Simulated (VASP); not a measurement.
The system is HfC3.

```
CELL_PARAMETERS angstrom
-1.77194 1.77194 4.40519
1.77194 -1.77194 4.40519
1.77194 1.77194 -4.40519
ATOMIC_POSITIONS crystal
Hf 0.00000 0.00000 0.00000
C 0.75000 0.25000 0.50000
C 0.25000 0.75000 0.50000
C 0.50000 0.50000 0.00000
```

- Program: VASP 6.6.1
- Task: relaxation of cell and atoms
- Functional: PBE
- Potentials or basis: VASP PAW PBE potentials, release 64 (Hf_pv, C)
- Cutoff: 600 eV
- k mesh: 6 × 6 × 6
- Occupations: gaussian, width 0.1 eV
- Spin: no spin polarisation

At the start: pressure -35.9 GPa; volume 13.83 Å³/atom.

Q: Where does the relaxation end?

A: Over 9 steps the energy falls by 625.2 meV/atom and the volume is 9.71 Å³/atom (-29.8 %); space group I4/mmm (No. 139, to 0.05 Å).

The path:
| step | energy change (eV) | largest force (eV/Å) | pressure (GPa) | volume (Å³) |
| --- | --- | --- | --- | --- |
| 1 | 0.0000 | 0.0000 | -35.94 | 55.33 |
| 2 | -1.8523 | 0.0000 | 38.77 | 33.99 |
| 3 | -2.4372 | 0.0000 | -0.70 | 39.34 |
| 4 | -2.4882 | 0.0000 | 0.20 | 38.95 |
| 5 | -2.5001 | 0.0000 | 0.72 | 38.72 |
| 6 | -2.5003 | 0.0000 | 0.85 | 38.68 |
| 7 | -2.5003 | 0.0000 | 0.80 | 38.69 |
| 8 | -2.5002 | 0.0000 | -0.91 | 38.99 |
| 9 | -2.5007 | 0.0000 | 0.02 | 38.83 |

Final structure:
```xyz
4
Lattice="-1.5845 1.5845 3.8665 1.5845 -1.5845 3.8665 1.5845 1.5845 -3.8665" Properties=species:S:1:pos:R:3 pbc="T T T"
Hf    0.0000    0.0000    0.0000
C     0.0000    1.5845    1.9333
C     1.5845    0.0000    1.9333
C     0.0000    0.0000    3.8665
```

Caveat: the k points lie up to 0.47 Å⁻¹ apart in the final cell; the volume moved by over 15 % at a fixed basis, so the end points are rough.
